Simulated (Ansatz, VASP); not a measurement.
GaP: VASP beside Ansatz

```xyz
4
Lattice="1.7891 1.0329 6.7076 -1.7891 1.0329 6.7076 0.0000 -2.0658 6.7076" Properties=species:S:1:pos:R:3 pbc="T T T"
Ga    0.0000    0.0000    8.7731
Ga    0.0000    0.0000   11.3496
P     0.0000    0.0000    1.1678
P     0.0000    0.0000   18.9549
```

Alike in both runs: task single point; functional LDA; k mesh 9 × 9 × 9; occupations gaussian, width 0.05 eV; no spin polarisation.

|  | VASP | Ansatz |
| --- | --- | --- |
| version | VASP 6.6.1 | Ansatz 0.2.0 |
| potentials or method | VASP PAW LDA potentials, release 64 (Ga_d, P), cutoff 520 eV | scalar-relativistic, plane waves, PAW |
| valence electrons in the cell | 36 | 36 |

```csv
,VASP,Ansatz,Ansatz less VASP
gap on the k mesh at the Fermi level (eV),none,none,-
pressure (GPa),6.6,6.5,-0.09
"traceless stress, the component that is largest in VASP (GPa)",-17.07,-16.99,+0.078
rms of the force components (eV/Å),0.617,0.607,-0.0101
```

Ansatz warns that its potentials were made for another functional, while VASP's fit it. LDA's correlation is that of Perdew and Zunger in VASP and of Perdew and Wang (1992) in Ansatz. Atom by atom the forces differ by 0.012 eV/Å (rms over components). A gap of «none» marks a metal or a gap that the smearing closes.
